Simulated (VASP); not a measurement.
# SnSe (Fm-3m) in VASP: notebook, part 2 of 3

VASP 6.6.1. Earlier steps stand in the parts before.

### 4 Electric field gradients, PBEsol (volume scaled by 0.96)

File INCAR:

```
  ALGO = Normal
  EDIFF = 1E-8
  ENCUT = 520
  GGA = PS
  ISIF = 2
  ISMEAR = -1
  LASPH = T
  LCHARG = F
  LEFG = T
  LREAL = F
  LWAVE = F
  NBANDS = 17
  NELM = 100
  PREC = Accurate
  SIGMA = 0.01
```

File KPOINTS:

```
k-points
0
Gamma
  7 7 7
```

File POSCAR:

```
SnSe
1.0
    0.0000000000      2.9693193375      2.9693193375
    2.9693193375      0.0000000000      2.9693193375
    2.9693193375      2.9693193375      0.0000000000
Sn Se
1 1
Direct
    0.0000000000      0.0000000000      0.0000000000
    0.5000000000      0.5000000000      0.5000000000
```

Potentials or basis: VASP PAW PBE potentials, release 64 (Sn_d, Se).

Launch:

```sh
> cat potpaw_PBE.64/Sn_d/POTCAR potpaw_PBE.64/Se/POTCAR > POTCAR
> mpirun -np 1 vasp_std > vasp.out
```

OUTCAR:

```text
EDIFF = 1E-8
   ENCUT = 520
   GGA = PS
   ISIF = 2
   ISMEAR = -1
   LASPH = T
   LREAL = F
   NELM = 100
   PREC = Accurate

 ion  position               nearest neighbor table
   1  0.000  0.000  0.000-   2 2.97   2 2.97   2 2.97   2 2.97   2 2.97   2 2.97
   2  0.500  0.500  0.500-   1 2.97   1 2.97   1 2.97   1 2.97   1 2.97   1 2.97

  LATTYP: Found a face centered cubic cell.
 ALAT       =     5.9386386750

  Lattice vectors:

 A1 = (   0.0000000000,   2.9693193375,   2.9693193375)
 A2 = (   2.9693193375,   0.0000000000,   2.9693193375)
 A3 = (   2.9693193375,   2.9693193375,   0.0000000000)

Analysis of symmetry for initial positions (statically):
=====================================================================
 Subroutine PRICEL returns:
 Original cell was already a primitive cell.

 Routine SETGRP: Setting up the symmetry group for a
 face centered cubic supercell.

 Subroutine GETGRP returns: Found 48 space group operations
 (whereof 48 operations were pure point group operations)
 out of a pool of 48 trial point group operations.

The static configuration has the point symmetry O_h .

Analysis of symmetry for dynamics (positions and initial velocities):
=====================================================================
 Subroutine PRICEL returns:
 Original cell was already a primitive cell.

 Routine SETGRP: Setting up the symmetry group for a
 face centered cubic supercell.

 Subroutine GETGRP returns: Found 48 space group operations
 (whereof 48 operations were pure point group operations)
 out of a pool of 48 trial point group operations.

The dynamic configuration has the point symmetry O_h .

 Subroutine INISYM returns: Found 48 space group operations
 (whereof 48 operations are pure point group operations),
 and found     1 'primitive' translations

----------------------------------------------------------------------------------------

                                     Primitive cell

  volume of cell :      52.3601

  direct lattice vectors                    reciprocal lattice vectors
     0.000000000  2.969319337  2.969319337    -0.168388760  0.168388760  0.168388760
     2.969319337  0.000000000  2.969319337     0.168388760 -0.168388760  0.168388760
     2.969319337  2.969319337  0.000000000     0.168388760  0.168388760 -0.168388760

  length of vectors
     4.199251678  4.199251678  4.199251678     0.291657887  0.291657887  0.291657887

  position of ions in fractional coordinates (direct lattice)
     0.000000000  0.000000000  0.000000000
     0.500000000  0.500000000  0.500000000

  ion indices of the primitive-cell ions
   primitive index   ion index
                 1           1
                 2           2

----------------------------------------------------------------------------------------

 KPOINTS: k-points

Automatic generation of k-mesh.
 Grid dimensions read from file:
 generate k-points for:    7    7    7

[... 63 lines left out ...]
   NFREE  =      0    steps in history (QN), initial steepest desc. (CG)
   ISIF   =      2    stress and relaxation
   ISYM   =      2    0-nonsym 1-usesym 2-fastsym
   POTIM  = 0.5000    time-step for ionic-motion
   TEBEG  =    0.0;   TEEND  =   0.0 temperature during run
   PSTRESS=    0.0 pullay stress
   NELECT =      20.0000    total number of electrons
   NUPDOWN=      -1.0000    fix difference up-down
   EMIN   =  10.00;   EMAX   =-10.00  energy-range for DOS
   EFERMI =   0.00;   METHOD = LEGACY
   ISMEAR =    -1;   SIGMA  =   0.01  broadening in eV -4-tet -1-fermi 0-gaus
   EFERMI_NEDOS =   21; number of points for ismear=-14 and -15
   IALGO  =     38    algorithm
   IMIX   =      4    mixing-type and parameters
     AMIX     =   0.40;   BMIX     =  1.00
     AMIX_MAG =   1.60;   BMIX_MAG =  1.00
  volume/ion in A,a.u.               =      26.18       176.67
  Fermi-wavevector in a.u.,A,eV,Ry     =   1.187822  2.244658 19.196738  1.410920
  Thomas-Fermi vector in A             =   2.323965
   LORBIT       =      0    0 simple, 1 ext, 2 COOP (PROOUT), +10 PAW based schemes
   GGA     = PS    functional components
   LHFCALC =     F    Hartree Fock is set to
   AEXX    =    0.0000 exact exchange contribution
   IVDW    =     0    specifies the selected vdW correction
   LEPSILON=     F    determine dielectric tensor
   LRPA    =     F    only Hartree local field effects (RPA)
 non-spin polarized calculation
  energy-cutoff  :      520.00
  volume of cell :       52.36
 maximum number of plane-waves:      1420
   NGX = 15   NGY = 15   NGZ = 15

 number of electron      20.0000006 magnetization

 Free energy of the ion-electron system (eV)
  ---------------------------------------------------
  ext. energy  EPLUGINS =         0.00000000
  ---------------------------------------------------
  free energy    TOTEN  =        -8.98519196 eV

  energy without entropy =       -8.98519196  energy(sigma->0) =       -8.98519196

 E-fermi :   6.1286     XC(G=0):  -9.9613

 val. band max:        5.8741245944   @ k =  -0.2857   0.1429   0.0000
 cond. band min:       6.5208017186   @ k =  -0.2857   0.1429   0.0000
 fundamental gap:      0.6466771242
 Fermi energy:         6.1285736942

 k-point     1 :       0.0000    0.0000    0.0000
  band No.  band energies     occupation
      1     -15.5772      2.00000
      2     -15.5772      2.00000
      3     -15.5760      2.00000
      4     -15.5760      2.00000
      5     -15.5760      2.00000
      6      -8.2591      2.00000
[... 377 lines left out ...]
      4     -15.5663      2.00000
      5     -15.5558      2.00000
      6      -6.9043      2.00000
[... 9 lines left out ...]
     16      17.4711      0.00000
     17      17.8301      0.00000

------------------------ aborting loop because EDIFF is reached ----------------------------------------

  FORCE on cell =-STRESS in cart. coord.  units (eV):
  Direction    XX          YY          ZZ          XY          YZ          ZX
  --------------------------------------------------------------------------------------
  -------------------------------------------------------------------------------------
  Total        0.0874580      0.0874580      0.0874580      0.0000000      0.0000000      0.0000000
  in kB        2.6761432      2.6761432      2.6761432      0.0000000      0.0000000      0.0000000
  external PRESSURE =       2.6761432 kB  Pullay stress =       0.0000000 kB

 VOLUME and BASIS-vectors are now :
 -----------------------------------------------------------------------------
  energy-cutoff  :      520.00
  volume of cell :       52.36
      direct lattice vectors                 reciprocal lattice vectors
     0.000000000  2.969319337  2.969319337    -0.168388760  0.168388760  0.168388760
     2.969319337  0.000000000  2.969319337     0.168388760 -0.168388760  0.168388760
     2.969319337  2.969319337  0.000000000     0.168388760  0.168388760 -0.168388760

 POSITION                                       TOTAL-FORCE (eV/Angst)
 -----------------------------------------------------------------------------------
      0.00000      0.00000      0.00000         0.000000      0.000000      0.000000
      2.96932      2.96932      2.96932        -0.000000     -0.000000     -0.000000
 -----------------------------------------------------------------------------------
    total drift:                                0.000000     -0.000000     -0.000000

  FREE ENERGIE OF THE ION-ELECTRON SYSTEM (eV)
  ---------------------------------------------------
  free  energy   TOTEN  =        -8.9851919576 eV

  energy  without entropy=       -8.9851919576  energy(sigma->0) =       -8.98519196

 Electric field gradients (V/A^2)
---------------------------------------------------------------------
 ion       V_xx      V_yy      V_zz      V_xy      V_xz      V_yz
---------------------------------------------------------------------
   1      -0.000    -0.000    -0.000     0.002     0.002     0.002
   2       0.000    -0.000    -0.000    -0.000    -0.000    -0.000
---------------------------------------------------------------------

 Electric field gradients after diagonalization (V/A^2)
 (convention: |V_zz| > |V_xx| > |V_yy|)
----------------------------------------------------------------------
 ion       V_xx      V_yy      V_zz     asymmetry (V_yy - V_xx)/ V_zz
----------------------------------------------------------------------
   1      -0.002    -0.002     0.005       0.000
   2       0.000     0.000    -0.001       0.000
----------------------------------------------------------------------

           NMR quadrupolar parameters

 Cq : quadrupolar parameter    Cq=e*Q*V_zz/h
 eta: asymmetry parameters     (V_yy - V_xx)/ V_zz
 Q  : nuclear electric quadrupole moment in mb (millibarn)
----------------------------------------------------------------------
 ion       Cq(MHz)       eta       Q (mb)
----------------------------------------------------------------------
   1       0.000       0.000       1.000
   2      -0.000       0.000       1.000
----------------------------------------------------------------------
```

OSZICAR:

```text
N       E                     dE             d eps       ncg     rms          rms(c)
DAV:   1     0.135298539850E+03    0.13530E+03   -0.97432E+03   697   0.144E+03
DAV:   2     0.356722034321E+01   -0.13173E+03   -0.12715E+03   736   0.361E+02
DAV:   3    -0.882413142888E+01   -0.12391E+02   -0.12306E+02   836   0.939E+01
DAV:   4    -0.913031958756E+01   -0.30619E+00   -0.30598E+00   772   0.155E+01
DAV:   5    -0.913883947748E+01   -0.85199E-02   -0.85196E-02  1010   0.259E+00    0.323E+00
DAV:   6    -0.898967082172E+01    0.14917E+00   -0.34816E-01   997   0.397E+00    0.193E+00
DAV:   7    -0.898536597706E+01    0.43048E-02   -0.65540E-02   830   0.126E+00    0.871E-01
DAV:   8    -0.898533572040E+01    0.30257E-04   -0.68006E-03   839   0.711E-01    0.806E-02
DAV:   9    -0.898517868141E+01    0.15704E-03   -0.12638E-03   987   0.279E-01    0.414E-02
DAV:  10    -0.898519044828E+01   -0.11767E-04   -0.12016E-04   819   0.739E-02    0.751E-03
DAV:  11    -0.898519198370E+01   -0.15354E-05   -0.73612E-06   904   0.194E-02    0.256E-03
DAV:  12    -0.898519201242E+01   -0.28713E-07   -0.40678E-07   896   0.864E-03    0.929E-04
DAV:  13    -0.898519198775E+01    0.24667E-07   -0.24971E-08   829   0.177E-03    0.354E-04
DAV:  14    -0.898519195062E+01    0.37128E-07   -0.89871E-09   578   0.947E-04    0.743E-05
DAV:  15    -0.898519195764E+01   -0.70181E-08   -0.90813E-10   411   0.256E-04
   1 F= -.89851920E+01 E0= -.89851920E+01  d E =-.329383E-12
```

stdout:

```text
POSCAR found type information on POSCAR SnSe
 POSCAR found :  2 types and       2 ions
 scaLAPACK will be used
 -----------------------------------------------------------------------------
|                                                                             |
|                                                                             |
|     You enforced a specific xc type in the INCAR file but a different       |
|     I HOPE YOU KNOW WHAT YOU ARE DOING!                                     |
|                                                                             |
 -----------------------------------------------------------------------------

 LDA part: xc-table for (Slater+PW92), standard interpolation
 POSCAR, INCAR and KPOINTS ok, starting setup
 FFT: planning ... GRIDC
 FFT: planning ... GRID_SOFT
 FFT: planning ... GRID
 WAVECAR not read
 entering main loop
ion   1

ion   2
```

Run time: 32 s. Hardware: 1 thread of Intel Xeon 8259CL, shared host; peak memory 0.18 GiB.

Results:

```yaml
Free_energy: -8.9852 eV
Pressure: 0.3 GPa
```

Levels at points of the mesh, in eV from the Fermi level:
```
           k point  band 7  band 8  band 9  band 10  band 11  band 12  band 13  band 14
(0.00, 0.00, 0.00)   -5.20   -2.53   -2.53    -2.53     4.21     4.21     4.21     5.53
```

Caveat: this odd mesh misses L, where the gap lies, so gap, dielectric constants and Born charges aren't listed; without QUAD_EFG the Cq values of the log hold for a quadrupole moment of 1 mb, not for the nuclei; the PAW data sets were made with another functional, which shifts forces and pressure a little; spin-orbit coupling is left out, which moves the levels of the heavy elements.

[end of part 2 of 3]
